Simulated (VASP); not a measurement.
# Al (P6/mmm) in VASP: a series of runs, part 2 of 2

VASP 6.6.1. The steps go on from the part before.

## (4) Single point, PBEsol-based screened hybrid with 25 % exact exchange

This run uses another cell than the first one, of 24.34 Å³/atom.

File POSCAR:

```
Al
1.0
    4.4628699960      0.0000000000      0.0000000000
   -2.2314349980      3.8649587903      0.0000000000
    0.0000000000      0.0000000000      2.8220923648
Al
2
Direct
    0.3333333333      0.6666666667      0.0000000000
    0.6666666667      0.3333333333      0.0000000000
```

File INCAR.step1:

```
SYSTEM = Al
  ALGO = Normal
  EDIFF = 1E-5
  ENCUT = 520
  GGA = PE
  ISIF = 2
  ISMEAR = -1
  LASPH = .True.
  LREAL = .False.
  LWAVE = .True.
  NBANDS = 10
  NELM = 60
  PREC = Accurate
  SIGMA = 0.05
```

File INCAR.step2:

```
SYSTEM = Al
  AEXX = 0.25
  ALGO = Normal
  EDIFF = 1E-6
  ENCUT = 520
  GGA = PS
  HFSCREEN = 0.207
  ISIF = 2
  ISMEAR = -1
  ISTART = 1
  LASPH = .True.
  LCHARG = .True.
  LELF = .True.
  LHFCALC = .True.
  LREAL = .False.
  LVHAR = .True.
  LWAVE = .False.
  NBANDS = 10
  NELM = 60
  PREC = Accurate
  PRECFOCK = Normal
  SIGMA = 0.05
```

File KPOINTS:

```
k-points
0
Gamma
  4 4 5
  0 0 0
```

Potentials or basis: VASP PAW PBE potentials, release 64 (Al).

Run with:

```console
$ cat potpaw_PBE.64/Al/POTCAR > POTCAR
$ cp INCAR.step1 INCAR
$ mpirun -np 1 vasp_std > vasp.out
$ cp INCAR.step2 INCAR
$ mpirun -np 1 vasp_std > vasp.out
```

OUTCAR:

```text
SYSTEM = Al
   AEXX = 0.25
   EDIFF = 1E-6
   ENCUT = 520
   GGA = PS
   HFSCREEN = 0.207
   ISIF = 2
   ISMEAR = -1
   ISTART = 1
   LASPH = .True.
   LHFCALC = .True.
   LREAL = .False.
   NELM = 60
   PREC = Accurate
   PRECFOCK = Normal

 ion  position               nearest neighbor table
   1  0.333  0.667  0.000-   2 2.58   2 2.58   2 2.58
   2  0.667  0.333  0.000-   1 2.58   1 2.58   1 2.58

  LATTYP: Found a hexagonal cell.
 ALAT       =     4.4628699960
 C/A-ratio  =     0.6323492209

  Lattice vectors:

 A1 = (   4.4628699960,   0.0000000000,   0.0000000000)
 A2 = (  -2.2314349980,   3.8649587903,   0.0000000000)
 A3 = (   0.0000000000,   0.0000000000,   2.8220923648)

Analysis of symmetry for initial positions (statically):
=====================================================================
 Subroutine PRICEL returns:
 Original cell was already a primitive cell.

 Routine SETGRP: Setting up the symmetry group for a
 hexagonal supercell.

 Subroutine GETGRP returns: Found 24 space group operations
 (whereof 24 operations were pure point group operations)
 out of a pool of 24 trial point group operations.
[... 165 lines left out ...]
 k-point     1 :       0.0000    0.0000    0.0000
  band No.  band energies     occupation
      1      -6.1630      2.00000
      2       3.0975      1.99986
      3       3.0975      1.99986
      4       4.1763      0.00001
      5       6.7455      0.00000
      6       6.7455      0.00000
      7      10.0070      0.00000
      8      13.1214      0.00000
      9      14.0852      0.00000
     10      20.2153      0.00000
[... 131 lines left out ...]
 k-point    12 :       0.2500    0.2500    0.4000
  band No.  band energies     occupation
      1      -1.1412      2.00000
      2       1.0367      2.00000
      3       3.0635      1.99993
      4       3.5771      0.99853
      5       5.0783      0.00000
      6       8.4400      0.00000
      7      10.5486      0.00000
      8      10.9704      0.00000
      9      14.2803      0.00000
     10      14.6212      0.00000

------------------------ aborting loop because EDIFF is reached ----------------------------------------

  FORCE on cell =-STRESS in cart. coord.  units (eV):
  Direction    XX          YY          ZZ          XY          YZ          ZX
  --------------------------------------------------------------------------------------
  -------------------------------------------------------------------------------------
  Total       -0.0308835     -0.0308835      0.0149834      0.0000000      0.0000000     -0.0000000
  in kB       -1.0164986     -1.0164986      0.4931616      0.0000000      0.0000000     -0.0000000
  external PRESSURE =      -0.5132785 kB  Pullay stress =       0.0000000 kB

 VOLUME and BASIS-vectors are now :
 -----------------------------------------------------------------------------
  energy-cutoff  :      520.00
  volume of cell :       48.68
      direct lattice vectors                 reciprocal lattice vectors
     4.462869996  0.000000000  0.000000000     0.224071058  0.129367485  0.000000000
    -2.231434998  3.864958790  0.000000000     0.000000000  0.258734971  0.000000000
     0.000000000  0.000000000  2.822092365     0.000000000  0.000000000  0.354347013

 POSITION                                       TOTAL-FORCE (eV/Angst)
 -----------------------------------------------------------------------------------
     -0.00000      2.57664      0.00000         0.000000      0.000000      0.000000
      2.23143      1.28832      0.00000        -0.000000     -0.000000      0.000000
 -----------------------------------------------------------------------------------
    total drift:                               -0.000000      0.000000      0.000000

  FREE ENERGIE OF THE ION-ELECTRON SYSTEM (eV)
  ---------------------------------------------------
  free  energy   TOTEN  =        -7.4474847991 eV

  energy  without entropy=       -7.4369264226  energy(sigma->0) =       -7.44220561
```

It took 2.4 min on 1 thread of Intel Xeon Platinum 8259CL at 2.50GHz (Skylake/Cascade Lake), shared host; peak memory 0.26 GiB.

What came out:

* Free energy: -7.4475 eV
* Pressure: -0.1 GPa
* Band gap on the k mesh: zero (bands 3 and 4 overlap by 2.27 eV)

Levels at points of the mesh, in eV from the Fermi level:
| k point | band 1 | band 2 | band 3 | band 4 | band 5 | band 6 | band 7 | band 8 |
| --- | --- | --- | --- | --- | --- | --- | --- | --- |
| (0.00, 0.00, 0.00) | -9.74 | -0.48 | -0.48 | 0.60 | 3.17 | 3.17 | 6.43 | 9.54 |
| (0.50, 0.00, 0.00) | -7.83 | -6.26 | -1.78 | 0.88 | 8.53 | 8.86 | 9.14 | 9.29 |

Caveat: the k points lie up to 0.45 Å⁻¹ apart, too coarse for converged energies and pressures of a metal; the PAW data sets were made with another functional, which shifts forces and pressure a little.

## (5) Single point, PBEsol-based global hybrid with 25 % exact exchange

This run uses another cell than the first one, of 24.41 Å³/atom.

File POSCAR:

```
Al
1.0
    4.5138656456      0.0000000000      0.0000000000
   -2.2569328228      3.9091223184      0.0000000000
    0.0000000000      0.0000000000      2.7670361162
Al
2
Direct
    0.3333333333      0.6666666667      0.0000000000
    0.6666666667      0.3333333333      0.0000000000
```

File INCAR.step1:

```
PREC = Accurate
ENCUT = 520
EDIFF = 1E-5
ISMEAR = -1
SIGMA = 0.05
LREAL = F
LASPH = T
NELM = 60
ALGO = Normal
ISIF = 2
LWAVE = T
LCHARG = F
GGA = PE
NBANDS = 10
```

File INCAR.step2:

```
PREC = Accurate
ENCUT = 520
EDIFF = 1E-6
ISMEAR = -1
SIGMA = 0.05
LREAL = F
LASPH = T
NELM = 60
ALGO = Normal
ISIF = 2
LWAVE = F
LCHARG = F
GGA = PS
LHFCALC = T
AEXX = 0.25
PRECFOCK = Normal
ISTART = 1
NBANDS = 10
```

File KPOINTS:

```
Automatic mesh
0
Gamma
  4 4 5
```

Run with:

```console
$ cat potpaw_PBE.64/Al/POTCAR > POTCAR
$ cp INCAR.step1 INCAR
$ mpirun -np 1 vasp_std > vasp.out
$ cp INCAR.step2 INCAR
$ mpirun -np 1 vasp_std > vasp.out
```

It took 2.1 min on 1 thread of Intel Xeon Platinum 8259CL at 2.50GHz (Skylake/Cascade Lake), shared host; peak memory 0.16 GiB.

Results (log left out):

```yaml
Free_energy: -8.0173 eV
Pressure: -0.2 GPa
Band_gap_on_the_k_mesh: zero (bands 3 and 4 overlap by 2.77 eV)
```

Stress tensor (GPa, compression positive):
```
-1.51  0.00  0.00
 0.00 -1.51  0.00
 0.00  0.00  2.38
```

Levels at points of the mesh, in eV from the Fermi level:
```
           k point  band 1  band 2  band 3  band 4  band 5  band 6
(0.00, 0.00, 0.00)  -10.36   -1.12   -1.12   -0.28    3.20    3.20
(0.50, 0.00, 0.00)   -8.51   -6.94   -2.43    0.87    8.51    8.82
```

Caveat: the k points lie up to 0.45 Å⁻¹ apart, too coarse for converged energies and pressures of a metal; the PAW data sets were made with another functional, which shifts forces and pressure a little.

## (6) Overview

```csv
task,level,cell,cutoff (eV),share of exact exchange,screening parameter,gap on the mesh (eV),pressure (GPa),relaxed volume (Å³/atom)
relaxation of cell and atoms,HF,"relaxed from a = 4.492, b = 4.492, c = 2.723 Å, angles 90.0, 90.0, 120.0°, 2 atoms",600,1,-,none,0.0,33.07
relaxation of cell and atoms,PBE0,"relaxed from a = 4.492, b = 4.492, c = 2.723 Å, angles 90.0, 90.0, 120.0°, 2 atoms",600,0.25,-,none,0.0,24.69
single point,PBEsol-based screened hybrid with 25 % exact exchange,"a = 4.463, b = 4.463, c = 2.822 Å, angles 90.0, 90.0, 120.0°, 2 atoms",520,0.25,0.207 1/Å,none,-0.1,-
single point,PBEsol-based global hybrid with 25 % exact exchange,"a = 4.514, b = 4.514, c = 2.767 Å, angles 90.0, 90.0, 120.0°, 2 atoms",520,0.25,-,none,-0.2,-
```

Alike in all rows: potentials or basis VASP PAW PBE potentials, release 64 (Al); no spin polarisation; k mesh 4 × 4 × 5; smearing fermi-dirac 0.05 eV.

Caveats: all runs use coarse meshes; the PAW data sets were made with another functional, which shifts forces and pressure a little; the volume moved by over 15 % at a fixed basis, so the end points are rough (at least some runs).

Total energies depend on the potentials used, so only differences within one code and one set of settings carry meaning.
